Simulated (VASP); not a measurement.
A run of VASP 6.6.1 is set up as follows.

The input INCAR:

```
SYSTEM = AlCo
PREC = Accurate
ENCUT = 520
EDIFF = 1E-6
ISMEAR = 0
SIGMA = 0.1
LREAL = .FALSE.
LASPH = .TRUE.
NELM = 100
ALGO = Normal
ISIF = 2
LWAVE = .FALSE.
LCHARG = .FALSE.
GGA = PE
NBANDS = 13
```

File KPOINTS:

```
Automatic mesh
0
G
  16 16 16
  0 0 0
```

The input POSCAR:

```
AlCo
1.0
    2.7045901659      0.0000000000      0.0000000000
    0.0000000000      2.7045901659      0.0000000000
    0.0000000000      0.0000000000      2.7045901659
Al Co
1 1
Direct
    0.0000000000      0.0000000000      0.0000000000
    0.5000000000      0.5000000000      0.5000000000
```

Potentials or basis: VASP PAW PBE potentials, release 64 (Al, Co).

Run with:

```bash
$ cat potpaw_PBE.64/Al/POTCAR potpaw_PBE.64/Co/POTCAR > POTCAR
$ mpirun -np 1 vasp_std > vasp.out
```

Predict the pressure.

39.9 GPa.

What does it give for the band gap on the k mesh?

Zero (band 6 reaches 15.24 eV, above the bottom of band 7 at 12.55 eV).

Spin polarisation is off, so any magnetic state and its effect on volume and gap are missing.
